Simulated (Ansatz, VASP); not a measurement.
## Two plane-wave programs on BiTe

```
Bi Te
1.0
     0.00000    3.25119    3.25119
     3.25119    0.00000    3.25119
     3.25119    3.25119    0.00000
Bi Te
1 1
Direct
  0.50000 0.50000 0.50000
  0.00000 0.00000 0.00000
```

Alike in both runs: functional PBE; k mesh 12 × 12 × 12; occupations gaussian, width 0.1 eV; no spin polarisation.

Ansatz relaxed the structure, and its values are those at the end. VASP's run is a single point on that final structure, the one shown.

|  | VASP | Ansatz |
| --- | --- | --- |
| version | VASP 6.6.1 | Ansatz 0.2.0 |
| potentials or method | VASP PAW PBE potentials, release 64 (Bi_d, Te), cutoff 520 eV | scalar-relativistic, plane waves, PAW |
| valence electrons in the cell | 21 | 31 |

Ansatz gave:

- gap on the k mesh at the Fermi level (eV): none
- pressure (GPa): 0.0

**Question.** What did VASP give for the same quantities?

**Answer.** gap on the k mesh at the Fermi level (eV): none; pressure (GPa): -0.1.

A gap of «none» marks a metal or a gap that the smearing closes. VASP's potentials hold 21 valence electrons a cell and Ansatz's 31, so a difference there can come from the potentials and not from the codes.

Neither program's run includes spin-orbit coupling.
